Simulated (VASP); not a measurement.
# CdTe (F-43m) in VASP: single point with PBE

Aim: the single point of CdTe with PBE.

All numbers are computed with VASP 6.6.1; they aren't measurements. Logs are shortened: lines on timing, memory, paths and dates and some standing lists are left out, and cuts for length are marked.

## 1. The cell of the first run

The structure is cubic, space group F-43m (No. 216). The conventional cell has a = 6.619 Å, b = 6.619 Å, c = 6.619 Å, α = 90.00°, β = 90.00°, γ = 90.00°. Cd (site symmetry -43m) has 4 Te at 2.87 Å within 3.8 Å. Within 3.8 Å of Te (site symmetry -43m) lie 4 Cd at 2.87 Å.

## 2. Single point, PBE

Input file INCAR:

```
PREC = Accurate ; ENCUT = 500
EDIFF = 1E-6 ; ISMEAR = 0
SIGMA = 0.02 ; LREAL = F
LASPH = T ; NELM = 120
ALGO = Normal ; ISIF = 2
LWAVE = F ; LCHARG = T
GGA = PE ; LELF = T
LVHAR = T ; NBANDS = 16
GGA_COMPAT = F
```

Input file KPOINTS:

```
regular mesh
0
Gamma
  8 8 8
```

Input file POSCAR:

```
CdTe
1.0
    0.0000000000      3.3094718478      3.3094718478
    3.3094718478      0.0000000000      3.3094718478
    3.3094718478      3.3094718478      0.0000000000
Cd Te
1 1
Direct
    0.0000000000      0.0000000000      0.0000000000
    0.2500000000      0.2500000000      0.2500000000
```

Potentials or basis: VASP PAW PBE potentials, release 64 (Cd, Te).

Started as:

```console
$ cat potpaw_PBE.64/Cd/POTCAR potpaw_PBE.64/Te/POTCAR > POTCAR
$ mpirun -np 1 vasp_std > vasp.out
```

OUTCAR:

```text
PREC = Accurate
   ENCUT = 500
   EDIFF = 1E-6
   ISMEAR = 0
   LREAL = F
   LASPH = T
   NELM = 120
   ISIF = 2
   GGA = PE

 ion  position               nearest neighbor table
   1  0.000  0.000  0.000-   2 2.87   2 2.87   2 2.87   2 2.87
   2  0.250  0.250  0.250-   1 2.87   1 2.87   1 2.87   1 2.87

  LATTYP: Found a face centered cubic cell.
 ALAT       =     6.6189436956

  Lattice vectors:

 A1 = (   0.0000000000,   3.3094718478,   3.3094718478)
 A2 = (   3.3094718478,   0.0000000000,   3.3094718478)
 A3 = (   3.3094718478,   3.3094718478,   0.0000000000)

Analysis of symmetry for initial positions (statically):
=====================================================================
 Subroutine PRICEL returns:
 Original cell was already a primitive cell.

 Routine SETGRP: Setting up the symmetry group for a
 face centered cubic supercell.

 Subroutine GETGRP returns: Found 24 space group operations
 (whereof 24 operations were pure point group operations)
 out of a pool of 48 trial point group operations.

The static configuration has the point symmetry T_d .

Analysis of symmetry for dynamics (positions and initial velocities):
=====================================================================
 Subroutine PRICEL returns:
 Original cell was already a primitive cell.

 Routine SETGRP: Setting up the symmetry group for a
 face centered cubic supercell.

 Subroutine GETGRP returns: Found 24 space group operations
 (whereof 24 operations were pure point group operations)
 out of a pool of 48 trial point group operations.

The dynamic configuration has the point symmetry T_d .

 Subroutine INISYM returns: Found 24 space group operations
 (whereof 24 operations are pure point group operations),
 and found     1 'primitive' translations

----------------------------------------------------------------------------------------

                                     Primitive cell

  volume of cell :      72.4947

  direct lattice vectors                    reciprocal lattice vectors
     0.000000000  3.309471848  3.309471848    -0.151081509  0.151081509  0.151081509
     3.309471848  0.000000000  3.309471848     0.151081509 -0.151081509  0.151081509
     3.309471848  3.309471848  0.000000000     0.151081509  0.151081509 -0.151081509

  length of vectors
     4.680299971  4.680299971  4.680299971     0.261680849  0.261680849  0.261680849

  position of ions in fractional coordinates (direct lattice)
     0.000000000  0.000000000  0.000000000
     0.250000000  0.250000000  0.250000000

[... 76 lines left out ...]
   EDIFF  = 0.1E-05   stopping-criterion for ELM
   LREAL  =      F    real-space projection
   EDIFFG = 0.1E-04   stopping-criterion for IOM
   NSW    =      0    number of steps for IOM
   IBRION =     -1    ionic relax: 0-MD 1-quasi-New 2-CG
   NFREE  =      0    steps in history (QN), initial steepest desc. (CG)
   ISIF   =      2    stress and relaxation
   ISYM   =      2    0-nonsym 1-usesym 2-fastsym
   POTIM  = 0.5000    time-step for ionic-motion
   TEBEG  =    0.0;   TEEND  =   0.0 temperature during run
   PSTRESS=    0.0 pullay stress
   NELECT =      18.0000    total number of electrons
   NUPDOWN=      -1.0000    fix difference up-down
   EMIN   =  10.00;   EMAX   =-10.00  energy-range for DOS
   EFERMI =   0.00;   METHOD = LEGACY
   ISMEAR =     0;   SIGMA  =   0.02  broadening in eV -4-tet -1-fermi 0-gaus
   EFERMI_NEDOS =   21; number of points for ismear=-14 and -15
   IALGO  =     38    algorithm
   IMIX   =      4    mixing-type and parameters
     AMIX     =   0.40;   BMIX     =  1.00
     AMIX_MAG =   1.60;   BMIX_MAG =  1.00
  volume/ion in A,a.u.               =      36.25       244.61
  Fermi-wavevector in a.u.,A,eV,Ry     =   1.028956  1.944446 14.405186  1.058751
  Thomas-Fermi vector in A             =   2.162979
   LORBIT       =      0    0 simple, 1 ext, 2 COOP (PROOUT), +10 PAW based schemes
   GGA     = PE    functional components
   LHFCALC =     F    Hartree Fock is set to
   AEXX    =    0.0000 exact exchange contribution
   IVDW    =     0    specifies the selected vdW correction
   LEPSILON=     F    determine dielectric tensor
   LRPA    =     F    only Hartree local field effects (RPA)
 non-spin polarized calculation
 Gauss-broadening in eV      SIGMA  =   0.02
  energy-cutoff  :      500.00
  volume of cell :       72.49
 maximum number of plane-waves:      1862
 NGX is ok and might be reduce to    36
   NGX = 17   NGY = 17   NGZ = 17

 number of electron      18.0000006 magnetization

 Free energy of the ion-electron system (eV)
  ---------------------------------------------------
  ext. energy  EPLUGINS =         0.00000000
  ---------------------------------------------------
  free energy    TOTEN  =        -4.81205105 eV

  energy without entropy =       -4.81205105  energy(sigma->0) =       -4.81205105

 E-fermi :   1.8980     XC(G=0):  -8.3077

 val. band max:        1.7942287346   @ k =   0.0000   0.0000   0.0000
 cond. band min:       2.3760974832   @ k =   0.0000   0.0000   0.0000
 fundamental gap:      0.5818687486
 Fermi energy:         1.8980180226

 k-point     1 :       0.0000    0.0000    0.0000
  band No.  band energies     occupation
      1      -9.0380      2.00000
      2      -6.2941      2.00000
      3      -6.2941      2.00000
      4      -6.2941      2.00000
      5      -6.0775      2.00000
      6      -6.0775      2.00000
[... 433 lines left out ...]
      3      -6.2104      2.00000
      4      -6.0894      2.00000
      5      -6.0725      2.00000
      6      -5.6934      2.00000
[... 8 lines left out ...]
     15      11.8030      0.00000
     16      12.2352      0.00000

 [... further k-points ...]

------------------------ aborting loop because EDIFF is reached ----------------------------------------

  FORCE on cell =-STRESS in cart. coord.  units (eV):
  Direction    XX          YY          ZZ          XY          YZ          ZX
  --------------------------------------------------------------------------------------
  -------------------------------------------------------------------------------------
  Total        0.0459944      0.0459944      0.0459944     -0.0000000      0.0000000      0.0000000
  in kB        1.0165050      1.0165050      1.0165050     -0.0000000      0.0000000      0.0000000
  external PRESSURE =       1.0165050 kB  Pullay stress =       0.0000000 kB

 VOLUME and BASIS-vectors are now :
 -----------------------------------------------------------------------------
  energy-cutoff  :      500.00
  volume of cell :       72.49
      direct lattice vectors                 reciprocal lattice vectors
     0.000000000  3.309471848  3.309471848    -0.151081509  0.151081509  0.151081509
     3.309471848  0.000000000  3.309471848     0.151081509 -0.151081509  0.151081509
     3.309471848  3.309471848  0.000000000     0.151081509  0.151081509 -0.151081509

 POSITION                                       TOTAL-FORCE (eV/Angst)
 -----------------------------------------------------------------------------------
      0.00000      0.00000      0.00000        -0.000000     -0.000000     -0.000000
      1.65474      1.65474      1.65474         0.000000      0.000000      0.000000
 -----------------------------------------------------------------------------------
    total drift:                                0.000000      0.000000     -0.000000

  FREE ENERGIE OF THE ION-ELECTRON SYSTEM (eV)
  ---------------------------------------------------
  free  energy   TOTEN  =        -4.8120510509 eV

  energy  without entropy=       -4.8120510509  energy(sigma->0) =       -4.81205105
```

OSZICAR:

```text
N       E                     dE             d eps       ncg     rms          rms(c)
DAV:   1     0.954131473940E+02    0.95413E+02   -0.80423E+03   944   0.936E+02
DAV:   2    -0.165267938394E+01   -0.97066E+02   -0.92839E+02  1120   0.229E+02
DAV:   3    -0.501391397404E+01   -0.33612E+01   -0.33574E+01  1120   0.443E+01
DAV:   4    -0.504664702050E+01   -0.32733E-01   -0.32732E-01  1384   0.376E+00
DAV:   5    -0.504672176082E+01   -0.74740E-04   -0.74740E-04  1208   0.174E-01    0.493E+00
DAV:   6    -0.482556340317E+01    0.22116E+00   -0.37832E-01  1104   0.697E+00    0.413E+00
DAV:   7    -0.481064450508E+01    0.14919E-01   -0.10178E-01  1104   0.202E+00    0.163E+00
DAV:   8    -0.481160365128E+01   -0.95915E-03   -0.97234E-03  1008   0.110E+00    0.440E-01
DAV:   9    -0.481195503293E+01   -0.35138E-03   -0.97687E-04  1064   0.310E-01    0.937E-02
DAV:  10    -0.481200930365E+01   -0.54271E-04   -0.10697E-04  1176   0.100E-01    0.543E-02
DAV:  11    -0.481205193083E+01   -0.42627E-04   -0.81434E-05  1048   0.528E-02    0.365E-02
DAV:  12    -0.481205105091E+01    0.87992E-06   -0.31075E-06  1120   0.127E-02
   1 F= -.48120511E+01 E0= -.48120511E+01  d E =-.133199E-15
```

Run time: 12 s. Hardware: 1 thread of Intel Xeon 6975P-C (Granite Rapids), shared host; peak memory 0.21 GiB.

Results:

```
Free energy            : -4.8121 eV
Pressure               : 0.1 GPa
Band gap on the k mesh : 0.58 eV
```

Levels at points of the mesh, in eV from the valence-band top:
```
           k point  band 7  band 8  band 9  band 10  band 11  band 12
(0.00, 0.00, 0.00)    0.00    0.00    0.00     0.58     4.64     4.64
(0.50, 0.00, 0.00)   -4.08   -0.69   -0.69     1.75     5.21     5.21
(0.50, 0.50, 0.00)   -4.01   -1.66   -1.66     2.67     2.74     8.51
```

Caveat: spin-orbit coupling is left out, which moves the levels of the heavy elements.
